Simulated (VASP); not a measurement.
# Ta2Bi2O (P4/mmm) in VASP: single point with PBE

Aim: the single point of Ta2Bi2O with PBE.

Program: VASP 6.6.1. These are calculated values, not measurements. Logs are shortened: lines on timing, memory, paths and dates and some standing lists are left out, and cuts for length are marked.

## 1. The cell of the first run

Symmetry: P4/mmm, No. 123, tetragonal system. Conventional cell: a = 5.178 Å, b = 5.178 Å, c = 3.860 Å, α = 90.00°, β = 90.00°, γ = 90.00°. Within 4.2 Å of Ta (site symmetry 4/mmm) lie 8 Bi at 3.23 Å and 6 Ta at 3.66 to 3.86 Å and 8 O at 4.14 Å. Within 2.6 Å of Ta (site symmetry 4/mmm) lie 2 O at 1.93 Å. Bi (site symmetry mmm) has 2 O at 2.59 Å and 8 Ta at 3.23 Å within 3.4 Å. Within 2.6 Å of O (site symmetry 4/mmm) lie 2 Ta at 1.93 Å and 4 Bi at 2.59 Å.

The cell was generated, and may not be a known phase.

## 2. Single point, PBE

INCAR reads:

```
PREC = Accurate
ENCUT = 700
EDIFF = 1E-6
ISMEAR = 0
SIGMA = 0.1
LREAL = F
LASPH = T
NELM = 120
ALGO = Normal
ISIF = 2
LWAVE = F
LCHARG = T
GGA = PE
LELF = T
LVHAR = T
NBANDS = 39
GGA_COMPAT = F
```

KPOINTS reads:

```
Automatic mesh
0
Gamma
  4 4 4
```

POSCAR reads:

```
Ta2Bi2O
1.0
    5.1782108490      0.0000000000      0.0000000000
    0.0000000000      5.1782108490      0.0000000000
    0.0000000000      0.0000000000      3.8598540573
Ta Bi O
2 2 1
Direct
    0.5000000000      0.5000000000      0.5000000000
    0.0000000000      0.0000000000      0.5000000000
    0.0000000000      0.5000000000      0.0000000000
    0.5000000000      0.0000000000      0.0000000000
    0.0000000000      0.0000000000      0.0000000000
```

Potentials or basis: VASP PAW PBE potentials, release 64 (Ta_sv_GW, Bi_d, O).

Started as:

```sh
cat potpaw_PBE.64/Ta_sv_GW/POTCAR potpaw_PBE.64/Bi_d/POTCAR potpaw_PBE.64/O/POTCAR > POTCAR
mpirun -np 1 vasp_std > vasp.out
```

OUTCAR:

```text
PREC = Accurate
   ENCUT = 700
   EDIFF = 1E-6
   ISMEAR = 0
   LREAL = F
   LASPH = T
   NELM = 120
   ISIF = 2
   GGA = PE

 ion  position               nearest neighbor table
   1  0.500  0.500  0.500-   3 3.23   4 3.23   3 3.23   4 3.23   4 3.23   4 3.23   3 3.23   3 3.23

   2  0.000  0.000  0.500-   5 1.93   5 1.93   3 3.23   3 3.23   4 3.23   4 3.23   3 3.23   3 3.23
                             4 3.23   4 3.23
   3  0.000  0.500  0.000-   5 2.59   5 2.59   1 3.23   1 3.23   2 3.23   2 3.23   2 3.23   2 3.23
                             1 3.23   1 3.23   4 3.66   4 3.66   4 3.66   4 3.66
   4  0.500  0.000  0.000-   5 2.59   5 2.59   1 3.23   1 3.23   2 3.23   1 3.23   1 3.23   2 3.23
                             2 3.23   2 3.23   3 3.66   3 3.66   3 3.66   3 3.66
   5  0.000  0.000  0.000-   2 1.93   2 1.93   4 2.59   3 2.59   3 2.59   4 2.59

  LATTYP: Found a simple tetragonal cell.
 ALAT       =     5.1782108490
 C/A-ratio  =     0.7454030301

  Lattice vectors:

 A1 = (   5.1782108490,   0.0000000000,   0.0000000000)
 A2 = (   0.0000000000,   5.1782108490,   0.0000000000)
 A3 = (   0.0000000000,   0.0000000000,   3.8598540573)

Analysis of symmetry for initial positions (statically):
=====================================================================
 Subroutine PRICEL returns:
 Original cell was already a primitive cell.

 Routine SETGRP: Setting up the symmetry group for a
 simple tetragonal supercell.

 Subroutine GETGRP returns: Found 16 space group operations
 (whereof 16 operations were pure point group operations)
 out of a pool of 16 trial point group operations.

The static configuration has the point symmetry D_4h.

Analysis of symmetry for dynamics (positions and initial velocities):
=====================================================================
 Subroutine PRICEL returns:
 Original cell was already a primitive cell.

 Routine SETGRP: Setting up the symmetry group for a
 simple tetragonal supercell.

 Subroutine GETGRP returns: Found 16 space group operations
 (whereof 16 operations were pure point group operations)
 out of a pool of 16 trial point group operations.

The dynamic configuration has the point symmetry D_4h.

 Subroutine INISYM returns: Found 16 space group operations
 (whereof 16 operations are pure point group operations),
 and found     1 'primitive' translations

----------------------------------------------------------------------------------------

                                     Primitive cell

  volume of cell :     103.4976

  direct lattice vectors                    reciprocal lattice vectors
     5.178210849  0.000000000  0.000000000     0.193116895  0.000000000  0.000000000
     0.000000000  5.178210849  0.000000000     0.000000000  0.193116895  0.000000000
     0.000000000  0.000000000  3.859854057     0.000000000  0.000000000  0.259077153

  length of vectors
     5.178210849  5.178210849  3.859854057     0.193116895  0.193116895  0.259077153

  position of ions in fractional coordinates (direct lattice)
     0.500000000  0.500000000  0.500000000
     0.000000000  0.000000000  0.500000000
     0.000000000  0.500000000  0.000000000
     0.500000000  0.000000000  0.000000000
     0.000000000  0.000000000  0.000000000

  ion indices of the primitive-cell ions
   primitive index   ion index
                 1           1
                 2           2
                 3           3
                 4           4
                 5           5

----------------------------------------------------------------------------------------

 KPOINTS: Automatic mesh

Automatic generation of k-mesh.
 Grid dimensions read from file:
 generate k-points for:    4    4    4

 Generating k-lattice:

  Cartesian coordinates                     Fractional coordinates (reciprocal lattice)
     0.048279224  0.000000000  0.000000000     0.250000000  0.000000000  0.000000000
     0.000000000  0.048279224  0.000000000     0.000000000  0.250000000  0.000000000
     0.000000000  0.000000000  0.064769288     0.000000000  0.000000000  0.250000000

  Length of vectors
     0.048279224  0.048279224  0.064769288

  Shift w.r.t. Gamma in fractional coordinates (k-lattice)
     0.000000000  0.000000000  0.000000000

 Subroutine IBZKPT returns following result:
 ===========================================

 Found     18 irreducible k-points:

 Following reciprocal coordinates:
            Coordinates               Weight
  0.000000  0.000000  0.000000      1.000000
  0.250000  0.000000  0.000000      4.000000
  0.500000  0.000000  0.000000      2.000000
  0.250000  0.250000  0.000000      4.000000
  0.500000  0.250000  0.000000      4.000000
  0.500000  0.500000  0.000000      1.000000
[... 10 lines left out ...]
  0.500000  0.250000  0.500000      4.000000
  0.500000  0.500000  0.500000      1.000000
   k-points           NKPTS =     18   k-points in BZ     NKDIM =     18   number of bands    NBANDS=     39
   number of dos      NEDOS =    301   number of ions     NIONS =      5
   total plane-waves  NPLWV =  82944
   dimension x,y,z NGX =    48 NGY =   48 NGZ =   36
   dimension x,y,z NGXF=    96 NGYF=   96 NGZF=   72
   ions per type =               2   2   1
   NGX,Y,Z   is equivalent  to a cutoff of  15.41, 15.41, 15.51 a.u.
   NGXF,Y,Z  is equivalent  to a cutoff of  30.82, 30.82, 31.01 a.u.
 SYSTEM =  unknown system
   PREC   = accura    normal or accurate (medium, high low for compatibility)
   ISTART =      0    job   : 0-new  1-cont  2-samecut
   ICHARG =      2    charge: 1-file 2-atom 10-const
   ISPIN  =      1    spin polarized calculation?
   LNONCOLLINEAR =      F non collinear calculations
   LSORBIT =      F    spin-orbit coupling
   LASPH  =      T    aspherical Exc in radial PAW
   ENCUT  =  700.0 eV  51.45 Ry    7.17 a.u.  11.17 11.17  8.33*2*pi/ulx,y,z
   NELM   =    120;   NELMIN=  2; NELMDL= -5     # of ELM steps
   EDIFF  = 0.1E-05   stopping-criterion for ELM
   LREAL  =      F    real-space projection
   EDIFFG = 0.1E-04   stopping-criterion for IOM
   NSW    =      0    number of steps for IOM
   IBRION =     -1    ionic relax: 0-MD 1-quasi-New 2-CG
   NFREE  =      0    steps in history (QN), initial steepest desc. (CG)
   ISIF   =      2    stress and relaxation
   ISYM   =      2    0-nonsym 1-usesym 2-fastsym
   POTIM  = 0.5000    time-step for ionic-motion
   TEBEG  =    0.0;   TEEND  =   0.0 temperature during run
   PSTRESS=    0.0 pullay stress
   NELECT =      62.0000    total number of electrons
   NUPDOWN=      -1.0000    fix difference up-down
   EMIN   =  10.00;   EMAX   =-10.00  energy-range for DOS
   EFERMI =   0.00;   METHOD = LEGACY
   ISMEAR =     0;   SIGMA  =   0.10  broadening in eV -4-tet -1-fermi 0-gaus
   EFERMI_NEDOS =   21; number of points for ismear=-14 and -15
   IALGO  =     38    algorithm
   IMIX   =      4    mixing-type and parameters
     AMIX     =   0.40;   BMIX     =  1.00
     AMIX_MAG =   1.60;   BMIX_MAG =  1.00
  volume/ion in A,a.u.               =      20.70       139.69
  Fermi-wavevector in a.u.,A,eV,Ry     =   1.380051  2.607919 25.912867  1.904542
  Thomas-Fermi vector in A             =   2.504964
   LORBIT       =      0    0 simple, 1 ext, 2 COOP (PROOUT), +10 PAW based schemes
   GGA     = PE    functional components
   LHFCALC =     F    Hartree Fock is set to
   AEXX    =    0.0000 exact exchange contribution
   IVDW    =     0    specifies the selected vdW correction
   LEPSILON=     F    determine dielectric tensor
   LRPA    =     F    only Hartree local field effects (RPA)
 non-spin polarized calculation
 Gauss-broadening in eV      SIGMA  =   0.10
  energy-cutoff  :      700.00
  volume of cell :      103.50
 maximum number of plane-waves:      4384
 NGX is ok and might be reduce to    48
   NGX = 23   NGY = 23   NGZ = 17

 number of electron      62.0000005 magnetization

 Free energy of the ion-electron system (eV)
  ---------------------------------------------------
  ext. energy  EPLUGINS =         0.00000000
  ---------------------------------------------------
  free energy    TOTEN  =       -40.88017973 eV

  energy without entropy =      -40.86177374  energy(sigma->0) =      -40.87097674

 E-fermi :   9.5421     XC(G=0): -11.5248

 val. band max:        9.4731299641   @ k =   0.0000   0.0000   0.0000
 cond. band min:       9.5793200947   @ k =   0.2500   0.0000   0.2500
 fundamental gap:      0.1061901306
 Fermi energy:         9.5420702999

 k-point     1 :       0.0000    0.0000    0.0000
  band No.  band energies     occupation
      1     -59.6381      2.00000
      2     -59.3994      2.00000
      3     -26.2772      2.00000
      4     -25.9906      2.00000
      5     -25.9566      2.00000
      6     -25.9566      2.00000
[... 31 lines left out ...]
     38      11.6085      0.00000
     39      11.6091      0.00000

 k-point     2 :       0.2500    0.0000    0.0000
  band No.  band energies     occupation
      1     -59.6381      2.00000
      2     -59.3995      2.00000
      3     -26.2774      2.00000
      4     -25.9908      2.00000
      5     -25.9559      2.00000
      6     -25.9551      2.00000
[... 31 lines left out ...]
     38      12.1847      0.00000
     39      12.4305      0.00000

 k-point     3 :       0.5000    0.0000    0.0000
  band No.  band energies     occupation
      1     -59.6381      2.00000
      2     -59.3995      2.00000
      3     -26.2775      2.00000
      4     -25.9910      2.00000
      5     -25.9551      2.00000
      6     -25.9535      2.00000
[... 31 lines left out ...]
     38      12.7541      0.00000
     39      13.1270      0.00000

 k-point     4 :       0.2500    0.2500    0.0000
  band No.  band energies     occupation
      1     -59.6381      2.00000
      2     -59.3995      2.00000
      3     -26.2776      2.00000
      4     -25.9910      2.00000
      5     -25.9581      2.00000
      6     -25.9543      2.00000
[... 31 lines left out ...]
     38      12.3794      0.00000
     39      12.9510      0.00000
[... 502 lines left out ...]
     38      12.4906      0.00000
     39      12.8495      0.00000

 k-point    17 :       0.5000    0.2500    0.5000
  band No.  band energies     occupation
      1     -59.6375      2.00000
      2     -59.3982      2.00000
      3     -26.4678      2.00000
      4     -26.0235      2.00000
      5     -25.9534      2.00000
      6     -25.9533      2.00000
[... 31 lines left out ...]
     38      12.1456      0.00000
     39      12.6137      0.00000

 k-point    18 :       0.5000    0.5000    0.5000
  band No.  band energies     occupation
      1     -59.6375      2.00000
      2     -59.3982      2.00000
      3     -26.4672      2.00000
      4     -26.0231      2.00000
      5     -25.9554      2.00000
      6     -25.9554      2.00000
[... 31 lines left out ...]
     38      11.9962      0.00000
     39      12.0932      0.00000

------------------------ aborting loop because EDIFF is reached ----------------------------------------

  FORCE on cell =-STRESS in cart. coord.  units (eV):
  Direction    XX          YY          ZZ          XY          YZ          ZX
  --------------------------------------------------------------------------------------
  -------------------------------------------------------------------------------------
  Total        0.0098402      0.0098402      0.0738103      0.0000000      0.0000000      0.0000000
  in kB        0.1523294      0.1523294      1.1426080      0.0000000      0.0000000      0.0000000
  external PRESSURE =       0.4824223 kB  Pullay stress =       0.0000000 kB

 VOLUME and BASIS-vectors are now :
 -----------------------------------------------------------------------------
  energy-cutoff  :      700.00
  volume of cell :      103.50
      direct lattice vectors                 reciprocal lattice vectors
     5.178210849  0.000000000  0.000000000     0.193116895  0.000000000  0.000000000
     0.000000000  5.178210849  0.000000000     0.000000000  0.193116895  0.000000000
     0.000000000  0.000000000  3.859854057     0.000000000  0.000000000  0.259077153

 POSITION                                       TOTAL-FORCE (eV/Angst)
 -----------------------------------------------------------------------------------
      2.58911      2.58911      1.92993         0.000000      0.000000      0.000000
      0.00000      0.00000      1.92993         0.000000      0.000000      0.000000
      0.00000      2.58911      0.00000         0.000000      0.000000      0.000000
      2.58911      0.00000      0.00000         0.000000      0.000000      0.000000
      0.00000      0.00000      0.00000         0.000000      0.000000      0.000000
 -----------------------------------------------------------------------------------
    total drift:                                0.000000      0.000000      0.000000

  FREE ENERGIE OF THE ION-ELECTRON SYSTEM (eV)
  ---------------------------------------------------
  free  energy   TOTEN  =       -40.8801797334 eV

  energy  without entropy=      -40.8617737428  energy(sigma->0) =      -40.87097674
```

Run time: 3.4 min. Hardware: 1 thread of Intel Xeon Platinum 8259CL at 2.50GHz (Skylake/Cascade Lake), shared host; peak memory 0.35 GiB.

What came out:

| Item | Value |
| --- | --- |
| Free energy | -40.8802 eV |
| Pressure | 0.0 GPa |
| Band gap on the k mesh | zero (bands 31 and 32 overlap by 1.98 eV) |

Levels at points of the mesh, in eV from the Fermi level:
```tsv
k point	band 29	band 30	band 31	band 32	band 33	band 34
(0.00, 0.00, 0.00)	-0.52	-0.52	-0.24	-0.07	0.60	0.72
(0.50, 0.00, 0.00)	-1.18	-1.15	-0.90	-0.23	0.30	0.54
(0.50, 0.50, 0.00)	-1.51	-1.40	-1.31	0.69	0.69	1.62
(0.00, 0.00, 0.50)	-1.49	1.22	1.54	1.77	1.77	2.24
(0.50, 0.00, 0.50)	-0.62	-0.56	-0.51	-0.44	-0.43	1.18
(0.50, 0.50, 0.50)	-2.52	-1.85	0.13	0.16	0.62	0.62
```

Caveat: the k points lie up to 0.41 Å⁻¹ apart, too coarse for converged energies and pressures of a metal; spin-orbit coupling is left out, which moves the levels of the heavy elements.

The gap in the log of VASP goes by the Fermi energy; the results here count the filled bands.